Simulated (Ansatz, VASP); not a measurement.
# BaO: VASP beside Ansatz

INCAR

```
ALGO = Normal
EDIFF = 1E-6
ENCUT = 1340
GGA = CA
GGA_COMPAT = False
ISIF = 2
ISMEAR = 0
LASPH = True
LCHARG = False
LREAL = False
LWAVE = False
NBANDS = 15
NELM = 120
PREC = Accurate
SIGMA = 0.01
```

The input KPOINTS:

```
k-points
0
Gamma
  6 6 6
```

Contents of POSCAR:

```
BaO
1.0
    0.0000000000      2.7718674917      2.7718674917
    2.7718674917      0.0000000000      2.7718674917
    2.7718674917      2.7718674917      0.0000000000
Ba O
1 1
Direct
    0.0000000000      0.0000000000      0.0000000000
    0.5000000000      0.5000000000      0.5000000000
```

Input for Ansatz:

```yaml
crystal:
  lattice:
    - [0.0, 2.7718674917, 2.7718674917]
    - [2.7718674917, 0.0, 2.7718674917]
    - [2.7718674917, 2.7718674917, 0.0]
  atoms:
    - { symbol: Ba, position: [0.0, 0.0, 0.0] }
    - { symbol: O, position: [0.5, 0.5, 0.5] }
kpoints:
  mp_grid: { grid: [6, 6, 6] }
hamiltonian:
  xc: lda
  pseudopotentials: { azcp: { folder: soft_1 } }
scf:
  occupations: { method: fixed }
  n_extra_bands: 4
output:
  forces: true
  stress: true
  eigenvalues: true
```

Alike in both runs: task single point; functional LDA; k mesh 6 × 6 × 6; no spin polarisation.

```csv
,VASP,Ansatz
version,VASP 6.6.1,Ansatz 0.2.0
potentials or method,"VASP PAW LDA potentials, release 64 (Ba_sv, O_h)",plane waves
plane-wave cutoff (eV),1340,420
occupations,"gaussian, width 0.01 eV",fixed
valence electrons in the cell,16,16
```

|  | VASP | Ansatz | Ansatz less VASP |
| --- | --- | --- | --- |
| gap on the k mesh at the Fermi level (eV) | 1.84 | 1.91 | +0.077 |
| pressure (GPa) | -2.8 | -4.5 | -1.69 |

Ansatz warns that its potentials were made for another functional, while VASP's fit it. LDA's correlation is that of Perdew and Zunger in VASP and of Perdew and Wang (1992) in Ansatz.

Spin-orbit coupling is off throughout.
